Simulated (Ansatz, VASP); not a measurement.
# One calculation of Na, two programs

INCAR

```
  ALGO = Normal
  EDIFF = 1E-7
  EDIFFG = -0.01
  ENCUT = 600
  GGA = PE
  IBRION = 2
  ISIF = 3
  ISMEAR = 0
  LASPH = True
  LCHARG = False
  LREAL = False
  LWAVE = False
  NELM = 100
  NSW = 100
  PREC = Accurate
  SIGMA = 0.1
```

Contents of KPOINTS:

```
k-points
0
Gamma
  9 9 6
```

File POSCAR:

```
Na
1.0
    6.6883205432      0.0000000000      0.0000000000
   -3.3441602716      5.7922554991      0.0000000000
    0.0000000000      0.0000000000      6.9229858800
Na
6
Direct
    0.1931168091      0.8068831909      0.3333333333
    0.1931168091      0.3862336183      0.0000000000
    0.6137663817      0.8068831909      0.6666666667
    0.3862336183      0.1931168091      0.6666666667
    0.8068831909      0.6137663817      0.0000000000
    0.8068831909      0.1931168091      0.3333333333
```

Input for Ansatz:

```yaml
crystal:
  lattice:
    - [6.6883205432, 0.0, 0.0]
    - [-3.3441602716, 5.7922554991, 0.0]
    - [0.0, 0.0, 6.92298588]
  atoms:
    - { symbol: Na, position: [0.1931168091, 0.8068831909, 0.3333333333] }
    - { symbol: Na, position: [0.1931168091, 0.3862336183, 0.0] }
    - { symbol: Na, position: [0.6137663817, 0.8068831909, 0.6666666667] }
    - { symbol: Na, position: [0.3862336183, 0.1931168091, 0.6666666667] }
    - { symbol: Na, position: [0.8068831909, 0.6137663817, 0.0] }
    - { symbol: Na, position: [0.8068831909, 0.1931168091, 0.3333333333] }
basis:
  ecutwfc: 420
kpoints:
  mp_grid: { grid: [9, 9, 6] }
hamiltonian:
  xc: pbe
scf:
  occupations: { method: gaussian, width: 0.1 }
output:
  forces: true
  stress: true
  eigenvalues: true
relax:
  adjacent_minimum: "off"
  f_tol: 0.01
  max_steps: 80
  cell: { stress_tol: 0.05 }
```

Alike in both runs: task relaxation of cell and atoms; functional PBE; k mesh 9 × 9 × 6; occupations gaussian, width 0.1 eV; no spin polarisation.

|  | VASP | Ansatz |
| --- | --- | --- |
| version | VASP 6.6.1 | Ansatz 0.2.0 |
| potentials or method | VASP PAW PBE potentials, release 64 (Na_pv), cutoff 600 eV | scalar-relativistic, plane waves, PAW |
| valence electrons in the cell | 42 | 54 |

VASP gave:

| Property | Result |
| --- | --- |
| gap on the k mesh at the Fermi level, each at its own relaxed structure (eV) | none |
| relaxed volume (Å³/atom) | 45.08 |
| relaxed cell length with the largest relative difference (Å) | 8.118 |

Question: What did Ansatz give for the same quantities?

Answer: gap on the k mesh at the Fermi level, each at its own relaxed structure (eV): none; relaxed volume (Å³/atom): 45.18; relaxed cell length with the largest relative difference (Å): 8.152.

A gap of «none» marks a metal or a gap that the smearing closes. VASP's potentials hold 42 valence electrons a cell and Ansatz's 54, so a difference there can come from the potentials and not from the codes.
